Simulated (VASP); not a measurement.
Set up this calculation in VASP 6.6.1, as the native input.

```
Task                   : single point
Functional             : PBE
Potentials or basis    : VASP PAW PBE potentials, release 64 (Co_sv, O_h)
Cutoff                 : 1340 eV
k mesh                 : 10 × 10 × 10
Occupations            : gaussian, width 0.019 eV
Spin                   : collinear spin, ferromagnetic start
Starting moments       : [2.0, 0.0] μB
Dipole correction      : no
Further INCAR settings : ALGO = Normal; EDIFF = 1e-06; NBANDS = 22
```

The structure of CoO lies in POSCAR:

```
CoO
1.0
    0.0000000000      2.3436418400      2.3436418400
    2.3436418400      0.0000000000      2.3436418400
    2.3436418400      2.3436418400      0.0000000000
Co O
1 1
Direct
    0.0000000000      0.0000000000      0.0000000000
    0.2500000000      0.2500000000      0.2500000000
```

One way to write it, as run:

INCAR

```
SYSTEM = CoO
  PREC = Accurate
  ENCUT = 1340
  EDIFF = 1E-6
  ISMEAR = 0
  SIGMA = 0.019000000000000003
  LREAL = .False.
  LASPH = .True.
  NELM = 200
  ALGO = Normal
  ISIF = 2
  LWAVE = .False.
  LCHARG = .False.
  ISPIN = 2
  MAGMOM = 2 0
  LORBIT = 11
  LMAXMIX = 4
  GGA = PE
  NBANDS = 22
  GGA_COMPAT = .False.
```

KPOINTS

```
regular mesh
0
Gamma
  10 10 10
  0 0 0
```

Potentials or basis: VASP PAW PBE potentials, release 64 (Co_sv, O_h).

Run with:

```sh
$ cat potpaw_PBE.64/Co_sv/POTCAR potpaw_PBE.64/O_h/POTCAR > POTCAR
$ mpirun -np 1 vasp_std > vasp.out
```

Results of the run:

```
Pressure                                              : -12.5 GPa
Band gap on the k mesh                                : zero (filled and empty bands overlap)
Net moment                                            : 2.99 μB per cell
Site moments                                          : Co +2.49; O +0.25 μB
Valence electrons inside the program's atomic spheres : Co 14.87; O 3.32
```

Caveat: the cell stands under tension; a cell with one magnetic atom can't hold antiferromagnetic order, which such compounds often take; semilocal functionals often make such compounds metallic where correlation or magnetic order opens a gap, which also shifts bond lengths.

It took 5.8 min on 1 thread of AMD EPYC 7R43 64-Core Processor (Zen 3) (shared host), peak memory 0.35 GiB.
